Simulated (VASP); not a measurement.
## MgO: single point with r2SCAN

The system is MgO.

```xyz
2
Lattice="3.0482 0.0000 0.0000 -1.5241 2.6398 0.0000 0.0000 0.0000 2.6797" Properties=species:S:1:pos:R:3 pbc="T T T"
Mg    0.0000    0.0000    0.0000
O     0.0000    1.7599    1.3398
```

This cell differs from its parent crystal: strain +0.0375 x Voigt [1, 1, 0, 0, 0, 0].

- Program: VASP 6.6.1
- Task: single point
- Functional: r2SCAN
- Potentials or basis: VASP PAW PBE potentials, release 64 (Mg, O)
- Cutoff: 520 eV
- k mesh: 9 × 9 × 8
- Occupations: gaussian, width 0.05 eV
- Spin: no spin polarisation
- Dipole correction: no
- Further INCAR settings: ALGO = Normal; EDIFF = 1e-06; NBANDS = 11

| Quantity | Value |
| --- | --- |
| Pressure | -13.7 GPa |
| Band gap on the k mesh | 2.98 eV, indirect (least direct gap 3.31 eV) |

Stress tensor (GPa, compression positive):
```
-18.81   0.00   0.00
  0.00 -18.81   0.00
  0.00   0.00  -3.58
```

Levels at points of the mesh, in eV from the valence-band top:
```csv
k point,band 2,band 3,band 4,band 5,band 6,band 7
"(0.00, 0.00, 0.00)",-1.01,-1.01,-0.33,2.98,12.57,15.16
"(0.00, 0.00, 0.50)",-5.16,-0.44,-0.44,8.05,9.26,17.66
```

Run time: 32 s on 1 thread of Intel Xeon 6975P-C, with other jobs on the host, peak memory 0.15 GiB.

Caveat: the cell differs from its parent crystal (strain +0.0375 x Voigt [1, 1, 0, 0, 0, 0]); the PAW data sets were made with another functional, which shifts forces and pressure a little. A k mesh can miss the band edges.
